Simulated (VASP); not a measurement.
# Ba (Im-3m) in VASP: further runs

Ba is run at these levels: LDA; tasks: single point, relaxation of cell and atoms.

Program: VASP 6.6.1. These are calculated values, not measurements. Logs are shortened: lines on timing, memory, paths and dates and some standing lists are left out, and cuts for length are marked.

### 1 The cell of the first run

The structure is cubic, space group Im-3m (No. 229). Conventional cell: a = 4.786 Å, b = 4.786 Å, c = 4.786 Å, α = 90.00°, β = 90.00°, γ = 90.00°. Ba (site symmetry m-3m) has 14 Ba at 4.14 to 4.79 Å within 5.4 Å.

### 2 Single point, LDA

INCAR reads:

```
SYSTEM = Ba
PREC = Accurate ; ENCUT = 520
EDIFF = 1E-6 ; ISMEAR = 0
SIGMA = 0.05 ; LREAL = .False.
LASPH = .True. ; NELM = 100
ALGO = Normal ; ISIF = 2
LWAVE = .False. ; LCHARG = .False.
GGA = CA ; NBANDS = 11
```

KPOINTS reads:

```
regular mesh
0
Gamma
  6 6 6
  0 0 0
```

POSCAR reads:

```
Ba
1.0
   -2.3930872152      2.3930872152      2.3930872152
    2.3930872152     -2.3930872152      2.3930872152
    2.3930872152      2.3930872152     -2.3930872152
Ba
1
Direct
    0.0000000000      0.0000000000      0.0000000000
```

Potentials or basis: VASP PAW LDA potentials, release 64 (Ba_sv).

On the command line:

```sh
> cat potpaw_LDA.64/Ba_sv/POTCAR > POTCAR
> mpirun -np 1 vasp_std > vasp.out
```

OUTCAR:

```text
SYSTEM = Ba
   PREC = Accurate
   ENCUT = 520
   EDIFF = 1E-6
   ISMEAR = 0
   LREAL = .False.
   LASPH = .True.
   NELM = 100
   ISIF = 2
   GGA = CA

 ion  position               nearest neighbor table
   1  0.000  0.000  0.000-

  LATTYP: Found a body centered cubic cell.
 ALAT       =     4.7861744304

  Lattice vectors:

 A1 = (  -2.3930872152,   2.3930872152,   2.3930872152)
 A2 = (   2.3930872152,  -2.3930872152,   2.3930872152)
 A3 = (   2.3930872152,   2.3930872152,  -2.3930872152)

Analysis of symmetry for initial positions (statically):
=====================================================================
 Subroutine PRICEL returns:
 Original cell was already a primitive cell.

 Routine SETGRP: Setting up the symmetry group for a
 body centered cubic supercell.

 Subroutine GETGRP returns: Found 48 space group operations
 (whereof 48 operations were pure point group operations)
 out of a pool of 48 trial point group operations.

The static configuration has the point symmetry O_h .

Analysis of symmetry for dynamics (positions and initial velocities):
=====================================================================
 Subroutine PRICEL returns:
 Original cell was already a primitive cell.

 Routine SETGRP: Setting up the symmetry group for a
 body centered cubic supercell.

 Subroutine GETGRP returns: Found 48 space group operations
 (whereof 48 operations were pure point group operations)
 out of a pool of 48 trial point group operations.

The dynamic configuration has the point symmetry O_h .

 Subroutine INISYM returns: Found 48 space group operations
 (whereof 48 operations are pure point group operations),
 and found     1 'primitive' translations

----------------------------------------------------------------------------------------

                                     Primitive cell

  volume of cell :      54.8196

  direct lattice vectors                    reciprocal lattice vectors
    -2.393087215  2.393087215  2.393087215     0.000000000  0.208935135  0.208935135
     2.393087215 -2.393087215  2.393087215     0.208935135  0.000000000  0.208935135
     2.393087215  2.393087215 -2.393087215     0.208935135  0.208935135  0.000000000

  length of vectors
     4.144948644  4.144948644  4.144948644     0.295478901  0.295478901  0.295478901

  position of ions in fractional coordinates (direct lattice)
     0.000000000  0.000000000  0.000000000

  ion indices of the primitive-cell ions
   primitive index   ion index
                 1           1

----------------------------------------------------------------------------------------

 KPOINTS: regular mesh

Automatic generation of k-mesh.
 Grid dimensions read from file:
 generate k-points for:    6    6    6

 Generating k-lattice:

  Cartesian coordinates                     Fractional coordinates (reciprocal lattice)
     0.000000000  0.034822522  0.034822522     0.166666667  0.000000000  0.000000000
     0.034822522  0.000000000  0.034822522     0.000000000  0.166666667  0.000000000
     0.034822522  0.034822522  0.000000000     0.000000000  0.000000000  0.166666667

  Length of vectors
     0.049246484  0.049246484  0.049246484

  Shift w.r.t. Gamma in fractional coordinates (k-lattice)
     0.000000000  0.000000000  0.000000000

 Subroutine IBZKPT returns following result:
 ===========================================

 Found     16 irreducible k-points:

 Following reciprocal coordinates:
            Coordinates               Weight
  0.000000  0.000000  0.000000      1.000000
  0.166667  0.000000  0.000000     12.000000
  0.333333  0.000000  0.000000     12.000000
  0.500000  0.000000  0.000000      6.000000
  0.166667  0.166667  0.000000     24.000000
  0.333333  0.166667  0.000000     48.000000
[... 8 lines left out ...]
  0.500000  0.500000  0.333333     12.000000
  0.500000  0.500000  0.500000      1.000000
   k-points           NKPTS =     16   k-points in BZ     NKDIM =     16   number of bands    NBANDS=     11
   number of dos      NEDOS =    301   number of ions     NIONS =      1
   total plane-waves  NPLWV =  32768
   dimension x,y,z NGX =    32 NGY =   32 NGZ =   32
   dimension x,y,z NGXF=    64 NGYF=   64 NGZF=   64
   ions per type =               1
   NGX,Y,Z   is equivalent  to a cutoff of  12.83, 12.83, 12.83 a.u.
   NGXF,Y,Z  is equivalent  to a cutoff of  25.67, 25.67, 25.67 a.u.
 SYSTEM =  Ba
   PREC   = accura    normal or accurate (medium, high low for compatibility)
   ISTART =      0    job   : 0-new  1-cont  2-samecut
   ICHARG =      2    charge: 1-file 2-atom 10-const
   ISPIN  =      1    spin polarized calculation?
   LNONCOLLINEAR =      F non collinear calculations
   LSORBIT =      F    spin-orbit coupling
   LASPH  =      T    aspherical Exc in radial PAW
   ENCUT  =  520.0 eV  38.22 Ry    6.18 a.u.   7.71  7.71  7.71*2*pi/ulx,y,z
   NELM   =    100;   NELMIN=  2; NELMDL= -5     # of ELM steps
   EDIFF  = 0.1E-05   stopping-criterion for ELM
   LREAL  =      F    real-space projection
   EDIFFG = 0.1E-04   stopping-criterion for IOM
   NSW    =      0    number of steps for IOM
   IBRION =     -1    ionic relax: 0-MD 1-quasi-New 2-CG
   NFREE  =      0    steps in history (QN), initial steepest desc. (CG)
   ISIF   =      2    stress and relaxation
   ISYM   =      2    0-nonsym 1-usesym 2-fastsym
   POTIM  = 0.5000    time-step for ionic-motion
   TEBEG  =    0.0;   TEEND  =   0.0 temperature during run
   PSTRESS=    0.0 pullay stress
   NELECT =      10.0000    total number of electrons
   NUPDOWN=      -1.0000    fix difference up-down
   EMIN   =  10.00;   EMAX   =-10.00  energy-range for DOS
   EFERMI =   0.00;   METHOD = LEGACY
   ISMEAR =     0;   SIGMA  =   0.05  broadening in eV -4-tet -1-fermi 0-gaus
   EFERMI_NEDOS =   21; number of points for ismear=-14 and -15
   IALGO  =     38    algorithm
   IMIX   =      4    mixing-type and parameters
     AMIX     =   0.40;   BMIX     =  1.00
     AMIX_MAG =   1.60;   BMIX_MAG =  1.00
  volume/ion in A,a.u.               =      54.82       369.94
  Fermi-wavevector in a.u.,A,eV,Ry     =   0.928460  1.754534 11.728727  0.862037
  Thomas-Fermi vector in A             =   2.054638
   LORBIT       =      0    0 simple, 1 ext, 2 COOP (PROOUT), +10 PAW based schemes
   GGA     = CA    functional components
   LHFCALC =     F    Hartree Fock is set to
   AEXX    =    0.0000 exact exchange contribution
   IVDW    =     0    specifies the selected vdW correction
   LEPSILON=     F    determine dielectric tensor
   LRPA    =     F    only Hartree local field effects (RPA)
 non-spin polarized calculation
 Gauss-broadening in eV      SIGMA  =   0.05
  energy-cutoff  :      520.00
  volume of cell :       54.82
 maximum number of plane-waves:      1485
   NGX = 15   NGY = 15   NGZ = 15

 number of electron      10.0000000 magnetization

 Free energy of the ion-electron system (eV)
  ---------------------------------------------------
  ext. energy  EPLUGINS =         0.00000000
  ---------------------------------------------------
  free energy    TOTEN  =        -2.23222837 eV

  energy without entropy =       -2.22892827  energy(sigma->0) =       -2.23057832

 E-fermi :   1.9581     XC(G=0):  -8.0826

 val. band max:        1.9515069570   @ k =   0.3333   0.3333   0.0000
 cond. band min:       2.0279073237   @ k =   0.3333   0.1667   0.1667
 fundamental gap:      0.0764003667
 Fermi energy:         1.9580769999

 k-point     1 :       0.0000    0.0000    0.0000
  band No.  band energies     occupation
      1     -26.6979      2.00000
      2     -11.5546      2.00000
      3     -11.5546      2.00000
      4     -11.5546      2.00000
      5      -0.8947      2.00000
      6       3.8157      0.00000
      7       3.8157      0.00000
      8       3.8157      0.00000
      9       5.4772      0.00000
     10       5.4772      0.00000
     11       9.2908      0.00000

 k-point     2 :       0.1667    0.0000    0.0000
  band No.  band energies     occupation
      1     -26.6780      2.00000
      2     -11.7507      2.00000
      3     -11.6135      2.00000
      4     -11.5564      2.00000
      5      -0.3129      2.00000
      6       3.3937      0.00000
      7       3.4967      0.00000
      8       4.4386      0.00000
      9       5.0728      0.00000
     10       5.4597      0.00000
     11       9.8592      0.00000

 k-point     3 :       0.3333    0.0000    0.0000
  band No.  band energies     occupation
      1     -26.6378      2.00000
      2     -12.1115      2.00000
      3     -11.7277      2.00000
      4     -11.5602      2.00000
      5       0.7122      2.00000
      6       2.7674      0.00000
      7       3.0953      0.00000
      8       5.4173      0.00000
      9       5.7176      0.00000
     10       6.1616      0.00000
     11       9.1100      0.00000

 k-point     4 :       0.5000    0.0000    0.0000
  band No.  band energies     occupation
      1     -26.6174      2.00000
      2     -12.2790      2.00000
      3     -11.7830      2.00000
      4     -11.5622      2.00000
      5       0.8993      2.00000
      6       2.5160      0.00000
      7       3.7091      0.00000
      8       5.4746      0.00000
      9       6.1369      0.00000
     10       7.8822      0.00000
     11       8.0327      0.00000
[... 127 lines left out ...]
 k-point    14 :      -0.3333    0.3333    0.3333
  band No.  band energies     occupation
      1     -26.5901      2.00000
      2     -12.0354      2.00000
      3     -11.9232      2.00000
      4     -11.9232      2.00000
      5       1.6888      2.00000
      6       1.8148      1.99995
      7       4.5940      0.00000
      8       4.5940      0.00000
      9       5.5864      0.00000
     10       5.9866      0.00000
     11      10.9853      0.00000

 k-point    15 :       0.5000    0.5000    0.3333
  band No.  band energies     occupation
      1     -26.5740      2.00000
      2     -12.1087      2.00000
      3     -11.9852      2.00000
      4     -11.9345      2.00000
      5       1.4746      2.00000
      6       1.6151      2.00000
      7       4.6881      0.00000
      8       4.8366      0.00000
      9       7.0705      0.00000
     10       7.4073      0.00000
     11       8.5980      0.00000

 k-point    16 :       0.5000    0.5000    0.5000
  band No.  band energies     occupation
      1     -26.5594      2.00000
      2     -12.0493      2.00000
      3     -12.0493      2.00000
      4     -12.0493      2.00000
      5       1.1621      2.00000
      6       1.1621      2.00000
      7       7.0016      0.00000
      8       7.0016      0.00000
      9       7.0016      0.00000
     10       7.2690      0.00000
     11       7.2690      0.00000

------------------------ aborting loop because EDIFF is reached ----------------------------------------

  FORCE on cell =-STRESS in cart. coord.  units (eV):
  Direction    XX          YY          ZZ          XY          YZ          ZX
  --------------------------------------------------------------------------------------
  -------------------------------------------------------------------------------------
  Total        0.0264331      0.0264331      0.0264331      0.0000000      0.0000000     -0.0000000
  in kB        0.7725444      0.7725444      0.7725444      0.0000000      0.0000000     -0.0000000
  external PRESSURE =       0.7725444 kB  Pullay stress =       0.0000000 kB

 VOLUME and BASIS-vectors are now :
 -----------------------------------------------------------------------------
  energy-cutoff  :      520.00
  volume of cell :       54.82
      direct lattice vectors                 reciprocal lattice vectors
    -2.393087215  2.393087215  2.393087215     0.000000000  0.208935135  0.208935135
     2.393087215 -2.393087215  2.393087215     0.208935135  0.000000000  0.208935135
     2.393087215  2.393087215 -2.393087215     0.208935135  0.208935135  0.000000000

 POSITION                                       TOTAL-FORCE (eV/Angst)
 -----------------------------------------------------------------------------------
      0.00000      0.00000      0.00000         0.000000      0.000000      0.000000
 -----------------------------------------------------------------------------------
    total drift:                                0.000000      0.000000     -0.000000

  FREE ENERGIE OF THE ION-ELECTRON SYSTEM (eV)
  ---------------------------------------------------
  free  energy   TOTEN  =        -2.2322283709 eV

  energy  without entropy=       -2.2289282683  energy(sigma->0) =       -2.23057832
```

Run time: 4 s. Hardware: 1 thread of Intel Xeon Platinum 8488C (Sapphire Rapids), shared host; peak memory 0.15 GiB.

Results:

```yaml
Free_energy: -2.2322 eV
Pressure: 0.1 GPa
Band_gap_on_the_k_mesh: zero (band 5 reaches 2.03 eV, above the bottom of band 6 at 1.16 eV)
```

Levels at points of the mesh, in eV from the Fermi level:
```
           k point  band 3  band 4  band 5  band 6  band 7  band 8
(0.00, 0.00, 0.00)  -13.51  -13.51   -2.85    1.86    1.86    1.86
(0.50, 0.00, 0.00)  -13.74  -13.52   -1.06    0.56    1.75    3.52
(0.50, 0.50, 0.50)  -14.01  -14.01   -0.80   -0.80    5.04    5.04
```

Caveat: spin-orbit coupling is left out, which moves the levels of the heavy elements.

### 3 Relaxation of cell and atoms, LDA

This run uses another cell than the first one, of 62.99 Å³/atom, 1.149 times its volume.

INCAR reads:

```
SYSTEM = Ba
PREC = Accurate ; ENCUT = 600
EDIFF = 1E-6 ; ISMEAR = 0
SIGMA = 0.05 ; LREAL = .False.
LASPH = .True. ; NELM = 60
ALGO = Normal ; ISIF = 3
LWAVE = .False. ; LCHARG = .False.
IBRION = 2 ; NSW = 80
EDIFFG = -0.01
```

KPOINTS is that of step 2.

POSCAR reads:

```
Ba
1.0
   -2.5065000000      2.5065000000      2.5065000000
    2.5065000000     -2.5065000000      2.5065000000
    2.5065000000      2.5065000000     -2.5065000000
Ba
1
Direct
    0.0000000000      0.0000000000      0.0000000000
```

Potentials or basis: VASP PAW LDA potentials, release 64 (Ba_sv).

On the command line:

```sh
> cat potpaw_LDA.64/Ba_sv/POTCAR > POTCAR
> mpirun -np 1 vasp_std > vasp.out
```

Wall time 12 s (1 thread of Intel Xeon Platinum 8488C (Sapphire Rapids), shared host); peak memory 0.17 GiB.

The run converged. Its results:

| Quantity | Value |
| --- | --- |
| Free energy | -2.2324 eV |
| Relaxed volume | 55.30 Å³/atom |
| Relaxed cell | a = 4.157 Å, b = 4.157 Å, c = 4.157 Å, α = 109.47°, β = 109.47°, γ = 109.47° |
| Space group after relaxing (to 0.05 Å) | Im-3m (No. 229) |
| Energy gained by relaxing | 30.6 meV/atom |
| Ionic steps | 3 |
| Pressure after relaxing | 0.0 GPa |
| Band gap on the k mesh | zero (band 5 reaches 1.99 eV, above the bottom of band 6 at 1.14 eV) |

The path:
| step | energy change (eV) | largest force (eV/Å) | pressure (GPa) | volume (Å³) |
| --- | --- | --- | --- | --- |
| 1 | 0.0000 | 0.0000 | -1.11 | 62.99 |
| 2 | -0.0220 | 0.0000 | -0.68 | 59.08 |
| 3 | -0.0306 | 0.0000 | -0.02 | 55.30 |

Final structure:
```yaml
crystal:
  lattice:
    - [-2.40000, 2.40000, 2.40000]
    - [2.40000, -2.40000, 2.40000]
    - [2.40000, 2.40000, -2.40000]
  atoms:
    - { symbol: Ba, position: [0.00000, 0.00000, 0.00000] }
```

Levels at points of the mesh, in eV from the Fermi level:
| k point | band 3 | band 4 | band 5 | band 6 | band 7 | band 8 |
| --- | --- | --- | --- | --- | --- | --- |
| (0.00, 0.00, 0.00) | -13.53 | -13.53 | -2.85 | 1.85 | 1.85 | 1.85 |
| (0.50, 0.00, 0.00) | -13.75 | -13.54 | -1.05 | 0.56 | 1.72 | 3.49 |
| (0.50, 0.50, 0.50) | -14.01 | -14.01 | -0.78 | -0.78 | 5.00 | 5.00 |

Caveat: spin-orbit coupling is left out, which moves the levels of the heavy elements; the volume moved by -12 % from the deposited cell, more than functionals usually miss. LDA usually gives volumes a few per cent too small.
